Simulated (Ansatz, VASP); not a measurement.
# One calculation of SnSe2, two programs

File INCAR:

```
PREC     = Accurate       # precision mode
ENCUT    = 520            # plane-wave cutoff, eV
EDIFF    = 1E-6           # SCF threshold, eV
ISMEAR   = 0              # smearing method
SIGMA    = 0.02           # smearing width, eV
LREAL    = False          # projectors in reciprocal space
LASPH    = True           # aspherical terms in the spheres
NELM     = 100            # most SCF steps
ALGO     = Normal         # electronic algorithm
ISIF     = 2              # what is computed and relaxed
LWAVE    = False          # write WAVECAR
LCHARG   = False          # write CHGCAR
LDIPOL   = True         
IDIPOL   = 3            
DIPOL    = 0.5 0.5 0.500
GGA      = PE             # functional
IVDW     = 12             # dispersion correction
NBANDS   = 20             # bands
```

KPOINTS

```
Automatic mesh
0
Gamma
  9 9 1
```

Contents of POSCAR:

```
SnSe2
1.0
    3.9020000000      0.0000000000      0.0000000000
   -1.9510000000      3.3792311256      0.0000000000
    0.0000000000      0.0000000000     32.3737046298
Se Sn
2 1
Direct
    0.6666666667      0.3333333333      0.4544228868
    0.3333333333      0.6666666667      0.5455771132
    0.0000000000      0.0000000000      0.5000000000
```

Input for Ansatz:

```yaml
crystal:
  lattice:
    - [3.902, 0.0, 0.0]
    - [-1.951, 3.3792311256, 0.0]
    - [0.0, 0.0, 32.3737046298]
  atoms:
    - { symbol: Se, position: [0.6666666667, 0.3333333333, 0.4544228868] }
    - { symbol: Sn, position: [0.0, 0.0, 0.5] }
    - { symbol: Se, position: [0.3333333333, 0.6666666667, 0.5455771132] }
  periodic: [true, true, false]
basis:
  ecutwfc: 420
kpoints:
  mp_grid: { grid: [9, 9, 1] }
hamiltonian:
  xc: pbe
  dispersion: d3bj
scf:
  occupations: { method: gaussian, width: 0.02 }
output:
  forces: true
  stress: true
  eigenvalues: true
  write_density: true
  write_potential: true
  elf: true
  volumetric_format: npy
```

Alike in both runs: task single point; functional PBE; dispersion D3(BJ); k mesh 9 × 9 × 1; occupations gaussian, width 0.02 eV; no spin polarisation.

```csv
,VASP,Ansatz
version,VASP 6.6.1,Ansatz 0.2.0
potentials or method,"VASP PAW PBE potentials, release 64 (Se, Sn_d), cutoff 520 eV","scalar-relativistic, plane waves, PAW"
valence electrons in the cell,26,46
```

VASP gave:

- gap on the k mesh at the Fermi level (eV): 1.17
- least direct gap on the mesh (eV): 1.34
- rms of the force components (eV/Å): 0.447

Question: Estimate Ansatz's values.

Answer: gap on the k mesh at the Fermi level (eV): 1.17; least direct gap on the mesh (eV): 1.35; rms of the force components (eV/Å): 0.440.

VASP's potentials hold 26 valence electrons a cell and Ansatz's 46, so a difference there can come from the potentials and not from the codes. Ansatz's warnings: xc potential rough in thin density.
